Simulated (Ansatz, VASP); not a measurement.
Ta: VASP beside Ansatz

```xyz
2
Lattice="2.9004 0.0000 0.0000 -1.4502 2.5118 0.0000 0.0000 0.0000 5.1318" Properties=species:S:1:pos:R:3 pbc="T T T"
Ta    1.4502    0.8373    3.8489
Ta    0.0000    1.6745    1.2830
```

Alike in both runs: task single point; functional PBEsol; k mesh 14 × 14 × 7; occupations gaussian, width 0.1 eV; no spin polarisation.

|  | VASP | Ansatz |
| --- | --- | --- |
| version | VASP 6.6.1 | Ansatz 0.2.0 |
| potentials or method | VASP PAW PBE potentials, release 64 (Ta_pv), cutoff 520 eV | plane waves, PAW |
| valence electrons in the cell | 22 | 26 |

|  | VASP | Ansatz | Ansatz less VASP |
| --- | --- | --- | --- |
| pressure (GPa) | -5.8 | -5.9 | -0.09 |
| traceless stress, the component that is largest in VASP (GPa) | 0.43 | 0.42 | -0.007 |

VASP's potentials were made for PBE, not for PBEsol. The functional is the same, so the differences come from potentials, cutoffs and numerics. VASP's potentials hold 22 valence electrons a cell and Ansatz's 26, so a difference there can come from the potentials and not from the codes.

Spin-orbit coupling is off throughout.
